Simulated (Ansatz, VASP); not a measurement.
# One calculation of Se, two programs

```
Se
1.0
     4.38071    0.00000    0.00000
    -2.19035    3.79380    0.00000
     0.00000    0.00000    4.97006
Se
3
Direct
  0.22540 0.00000 0.33333
  0.00000 0.22540 0.66667
  0.77460 0.77460 0.00000
```

Alike in both runs: task single point; functional PBE; k mesh 5 × 5 × 4; no spin polarisation.

```csv
,VASP,Ansatz
version,VASP 6.6.1,Ansatz 0.2.0
potentials or method,"VASP PAW PBE potentials, release 64 (Se), cutoff 500 eV","plane waves, PAW"
occupations,"gaussian, width 0.01 eV",fixed
valence electrons in the cell,18,48
```

|  | VASP | Ansatz | Ansatz less VASP |
| --- | --- | --- | --- |
| pressure (GPa) | 2.3 | 2.2 | -0.12 |
| traceless stress, the component that is largest in VASP (GPa) | 1.00 | 0.96 | -0.045 |

VASP's potentials hold 18 valence electrons a cell and Ansatz's 48, so a difference there can come from the potentials and not from the codes.
